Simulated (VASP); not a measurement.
Input of a VASP 6.6.1 run:

Contents of INCAR:

```
SYSTEM = CdS
  PREC = Accurate
  ENCUT = 520
  EDIFF = 1E-7
  ISMEAR = 0
  SIGMA = 0.05
  LREAL = .False.
  LASPH = .True.
  NELM = 60
  ALGO = Normal
  ISIF = 2
  LWAVE = .False.
  LCHARG = .True.
  GGA = PS
  LELF = .True.
  LVHAR = .True.
  NBANDS = 16
```

The input KPOINTS:

```
regular mesh
0
Gamma
  12 12 12
  0 0 0
```

POSCAR

```
CdS
1.0
    0.0306986706      2.8574818178      2.7430569972
    2.6500799473      0.1047334018      2.6690222660
    2.7628252891      2.8961924285     -0.0080119400
Cd S
1 1
Direct
   -0.0421466459     -0.0485136806      0.0436648550
    0.5421466459      0.5485136806      0.4563351450
```

Potentials or basis: VASP PAW PBE potentials, release 64 (Cd, S).

Run with:

```console
$ cat potpaw_PBE.64/Cd/POTCAR potpaw_PBE.64/S/POTCAR > POTCAR
$ mpirun -np 1 vasp_std > vasp.out
```

Q: Predict the pressure.

A: 6.4 GPa.

Q: Predict the largest force.

A: 3.124 eV/Å.

Q: Predict the band gap on the k mesh.

A: 0.36 eV, indirect (least direct gap 1.03 eV).

Forces in eV/Å, atoms in the order of the input:
```
Cd  -0.086  0.053  3.123
S    0.086 -0.053 -3.123
```

Caveat: the cell differs from its parent crystal (atoms moved at random and the cell strained at random); the PAW data sets were made with another functional, which shifts forces and pressure a little. A k mesh can miss the band edges.
